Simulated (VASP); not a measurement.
# HfN (Fm-3m) in VASP: vibrations by perturbation theory with PBEsol

Aim: the vibrations by perturbation theory of HfN with PBEsol.

All numbers are computed with VASP 6.6.1; they aren't measurements. Logs are shortened: lines on timing, memory, paths and dates and some standing lists are left out, and cuts for length are marked.

## 1. The cell of the first run

Symmetry: Fm-3m, No. 225, cubic system. The conventional cell has a = 4.502 Å, b = 4.502 Å, c = 4.502 Å, α = 90.00°, β = 90.00°, γ = 90.00°. Within 3.0 Å of Hf (site symmetry m-3m) lie 6 N at 2.25 Å. Within 3.0 Å of N (site symmetry m-3m) lie 6 Hf at 2.25 Å.

## 2. Vibrations by perturbation theory, PBEsol

Input file INCAR:

```
ALGO = Normal
EDIFF = 1E-8
ENCUT = 520
GGA = PS
IBRION = 8
ISIF = 2
ISMEAR = 1
LASPH = T
LCHARG = F
LREAL = F
LWAVE = F
NBANDS = 14
NELM = 60
NSW = 1
PREC = Accurate
SIGMA = 0.2
```

Input file KPOINTS:

```
k-points
0
Gamma
  14 14 14
```

Input file POSCAR:

```
HfN
1.0
    0.0000000000      2.2507970929      2.2507970929
    2.2507970929      0.0000000000      2.2507970929
    2.2507970929      2.2507970929      0.0000000000
Hf N
1 1
Direct
    0.5000000000      0.5000000000      0.5000000000
    0.0000000000      0.0000000000      0.0000000000
```

Potentials or basis: VASP PAW PBE potentials, release 64 (Hf_pv, N).

Started as:

```sh
> cat potpaw_PBE.64/Hf_pv/POTCAR potpaw_PBE.64/N/POTCAR > POTCAR
> mpirun -np 1 vasp_std > vasp.out
```

OUTCAR:

```text
EDIFF = 1E-8
   ENCUT = 520
   GGA = PS
   IBRION = 8
   ISIF = 2
   ISMEAR = 1
   LASPH = T
   LREAL = F
   NELM = 60
   NSW = 1
   PREC = Accurate

 ion  position               nearest neighbor table
   1  0.500  0.500  0.500-   2 2.25   2 2.25   2 2.25   2 2.25   2 2.25   2 2.25
   2  0.000  0.000  0.000-   1 2.25   1 2.25   1 2.25   1 2.25   1 2.25   1 2.25

  LATTYP: Found a face centered cubic cell.
 ALAT       =     4.5015941858

  Lattice vectors:

 A1 = (   0.0000000000,   2.2507970929,   2.2507970929)
 A2 = (   2.2507970929,   0.0000000000,   2.2507970929)
 A3 = (   2.2507970929,   2.2507970929,   0.0000000000)

Analysis of symmetry for initial positions (statically):
=====================================================================
 Subroutine PRICEL returns:
 Original cell was already a primitive cell.

 Routine SETGRP: Setting up the symmetry group for a
 face centered cubic supercell.

 Subroutine GETGRP returns: Found 48 space group operations
 (whereof 48 operations were pure point group operations)
 out of a pool of 48 trial point group operations.

The static configuration has the point symmetry O_h .

Analysis of symmetry for dynamics (positions and initial velocities):
=====================================================================
 Subroutine PRICEL returns:
 Original cell was already a primitive cell.

 Routine SETGRP: Setting up the symmetry group for a
 face centered cubic supercell.

 Subroutine GETGRP returns: Found 48 space group operations
 (whereof 48 operations were pure point group operations)
 out of a pool of 48 trial point group operations.

The dynamic configuration has the point symmetry O_h .

 Subroutine INISYM returns: Found 48 space group operations
 (whereof 48 operations are pure point group operations),
 and found     1 'primitive' translations

----------------------------------------------------------------------------------------

                                     Primitive cell

  volume of cell :      22.8055

  direct lattice vectors                    reciprocal lattice vectors
     0.000000000  2.250797093  2.250797093    -0.222143525  0.222143525  0.222143525
     2.250797093  0.000000000  2.250797093     0.222143525 -0.222143525  0.222143525
     2.250797093  2.250797093  0.000000000     0.222143525  0.222143525 -0.222143525

  length of vectors
     3.183107775  3.183107775  3.183107775     0.384763872  0.384763872  0.384763872

  position of ions in fractional coordinates (direct lattice)
     0.500000000  0.500000000  0.500000000
     0.000000000  0.000000000  0.000000000

  ion indices of the primitive-cell ions
   primitive index   ion index
                 1           1
                 2           2

----------------------------------------------------------------------------------------

 KPOINTS: k-points

Automatic generation of k-mesh.
 Grid dimensions read from file:
 generate k-points for:   14   14   14

 Generating k-lattice:

  Cartesian coordinates                     Fractional coordinates (reciprocal lattice)
    -0.015867395  0.015867395  0.015867395     0.071428571  0.000000000  0.000000000
     0.015867395 -0.015867395  0.015867395     0.000000000  0.071428571  0.000000000
     0.015867395  0.015867395 -0.015867395     0.000000000  0.000000000  0.071428571

  Length of vectors
[... 80 lines left out ...]
   GGA     = PS    functional components
   LHFCALC =     F    Hartree Fock is set to
   AEXX    =    0.0000 exact exchange contribution
   IVDW    =     0    specifies the selected vdW correction
   LEPSILON=     F    determine dielectric tensor
   LRPA    =     F    only Hartree local field effects (RPA)
 non-spin polarized calculation
 Methfessel and Paxton  Order N= 1 SIGMA  =   0.20
  energy-cutoff  :      520.00
  volume of cell :       22.81
 maximum number of plane-waves:       636
   NGX = 11   NGY = 11   NGZ = 11

--------------------------------------- Ionic step        1  -------------------------------------------

 number of electron      15.0000001 magnetization

 Free energy of the ion-electron system (eV)
  ---------------------------------------------------
  ext. energy  EPLUGINS =         0.00000000
  ---------------------------------------------------
  free energy    TOTEN  =       -22.98930307 eV

  energy without entropy =      -22.98713993  energy(sigma->0) =      -22.98858202

 E-fermi :   8.2874     XC(G=0): -12.9510

 val. band max:        8.2637862680   @ k =   0.5000   0.2143   0.0000
 cond. band min:       8.3032774406   @ k =   0.1429   0.0000   0.0000
 fundamental gap:      0.0394911726
 Fermi energy:         8.2873618617

 k-point     1 :       0.0000    0.0000    0.0000
  band No.  band energies     occupation
      1     -22.7218      2.00000
      2     -22.7218      2.00000
      3     -22.7218      2.00000
      4      -9.2068      2.00000
      5       5.3002      2.00000
      6       5.3002      2.00000
      7       5.3002      2.00000
      8       7.9183      2.02549
      9       7.9183      2.02549
     10       7.9183      2.02549
     11      10.2129     -0.00000
     12      10.2660     -0.00000
     13      10.2660     -0.00000
     14      17.8604      0.00000
[... 377 lines left out ...]
      1     -23.2323      2.00000
      2     -22.8390      2.00000
      3     -22.8231      2.00000
      4      -7.8972      2.00000
      5       1.5069      2.00000
      6       3.4875      2.00000
      7       3.8733      2.00000
      8       7.2133      2.00000
      9      10.7287     -0.00000
     10      10.8445     -0.00000
     11      12.2401     -0.00000
     12      12.2899      0.00000
     13      15.9096      0.00000
     14      20.5928      0.00000

 [... further k-points ...]
[... 5 lines left out ...]
  --------------------------------------------------------------------------------------
  -------------------------------------------------------------------------------------
  Total       -0.3071993     -0.3071993     -0.3071993      0.0000000      0.0000000      0.0000000
  in kB      -21.5820031    -21.5820031    -21.5820031      0.0000000      0.0000000      0.0000000
  external PRESSURE =     -21.5820031 kB  Pullay stress =       0.0000000 kB

 VOLUME and BASIS-vectors are now :
 -----------------------------------------------------------------------------
  energy-cutoff  :      520.00
  volume of cell :       22.81
      direct lattice vectors                 reciprocal lattice vectors
     0.000000000  2.250797093  2.250797093    -0.222143525  0.222143525  0.222143525
     2.250797093  0.000000000  2.250797093     0.222143525 -0.222143525  0.222143525
     2.250797093  2.250797093  0.000000000     0.222143525  0.222143525 -0.222143525

 POSITION                                       TOTAL-FORCE (eV/Angst)
 -----------------------------------------------------------------------------------
      2.25080      2.25080      2.25080         0.000000     -0.000000      0.000000
      0.00000      0.00000      0.00000        -0.000000      0.000000     -0.000000
 -----------------------------------------------------------------------------------
    total drift:                                0.000000     -0.000000     -0.000000

  FREE ENERGIE OF THE ION-ELECTRON SYSTEM (eV)
  ---------------------------------------------------
  free  energy   TOTEN  =       -22.9893030682 eV

  energy  without entropy=      -22.9871399302  energy(sigma->0) =      -22.98858202

[... ionic steps 2 to 3 ...]

--------------------------------------- Ionic step        4  -------------------------------------------

------------------------ aborting loop because EDIFF is reached ----------------------------------------

[... ionic steps 5 to 6 ...]

--------------------------------------- Ionic step        7  -------------------------------------------

 Free energy of the ion-electron system (eV)
  ---------------------------------------------------
  ---------------------------------------------------
  free energy    TOTEN  =        -0.23214146 eV

  energy without entropy =       -0.23214146

------------------------ aborting loop because EDIFF is reached ----------------------------------------

 INTERNAL STRAIN TENSOR  FOR ION    2  DIRECTION 1   (eV/Angst):
 -----------------------------------------------------------------------------
    -0.02478 -0.00000  0.00000
    -0.00000  0.01056 -0.00000
    -0.00000 -0.00000  0.01056

 INTERNAL STRAIN TENSOR FOR ION    2 for displacements in x,y,z  (eV/Angst):
          X           Y           Z          XY          YZ          ZX
  --------------------------------------------------------------------------------
  x     0.00000     0.00000     0.00000     0.00000     0.00000     0.00000
  y     0.00000     0.00000     0.00000     0.00000     0.00000     0.00000
  z     0.00000     0.00000     0.00000     0.00000     0.00000     0.00000

 SECOND DERIVATIVES (NOT SYMMETRIZED)
 ------------------------------------
               1X          1Y          1Z          2X          2Y          2Z
  1X   -12.301993    0.000000    0.000000   12.301993    0.000000    0.000000
  1Y     0.000000  -12.301993    0.000000    0.000000   12.301993    0.000000
  1Z     0.000000    0.000000  -12.301993    0.000000    0.000000   12.301993
  2X    12.309765    0.000000    0.000000  -12.309765    0.000000    0.000000
  2Y     0.000000   12.309765    0.000000    0.000000  -12.309765    0.000000
  2Z     0.000000    0.000000   12.309765    0.000000    0.000000  -12.309765

 Eigenvectors and eigenvalues of the dynamical matrix
 ----------------------------------------------------

   1 f  =   15.222444 THz    95.645435 2PiTHz  507.766067 cm-1    62.954940 meV
             X         Y         Z           dx          dy          dz
      2.250797  2.250797  2.250797    -0.265387   -0.047571    0.000000
      0.000000  0.000000  0.000000     0.947860    0.169907    0.000000
[... 21 lines left out ...]
   6 f/i=    0.001248 THz     0.007842 2PiTHz    0.041629 cm-1     0.005161 meV
             X         Y         Z           dx          dy          dz
      2.250797  2.250797  2.250797     0.902620    0.289492    0.169641
      0.000000  0.000000  0.000000     0.252721    0.081054    0.047497

--------------------------------------------------------------------------------------------------------

 ELASTIC MODULI CONTR FROM IONIC RELAXATION (kBar)
 Direction    XX          YY          ZZ          XY          YZ          ZX
 --------------------------------------------------------------------------------
 XX           0.0000      0.0000      0.0000      0.0000      0.0000      0.0000
 YY           0.0000      0.0000      0.0000      0.0000      0.0000      0.0000
 ZZ           0.0000      0.0000      0.0000      0.0000      0.0000      0.0000
 XY           0.0000      0.0000      0.0000      0.0000      0.0000      0.0000
 YZ           0.0000      0.0000      0.0000      0.0000      0.0000      0.0000
 ZX           0.0000      0.0000      0.0000      0.0000      0.0000      0.0000
 --------------------------------------------------------------------------------
```

Wall time 5 min (1 thread of Intel Xeon 8259CL, shared host); peak memory 0.31 GiB.

What came out:

```
Highest phonon frequency at Γ : 508 cm⁻¹
```

Phonon frequencies in cm⁻¹ (negative: imaginary):
| q point | frequencies |
| --- | --- |
| (0.000, 0.000, 0.000) | 0 0 0 508 508 508 |

Caveat: the cell stands under pressure or tension, which shifts response properties; the PAW data sets were made with another functional, which shifts forces and pressure a little; spin-orbit coupling is left out, which moves the levels of the heavy elements.
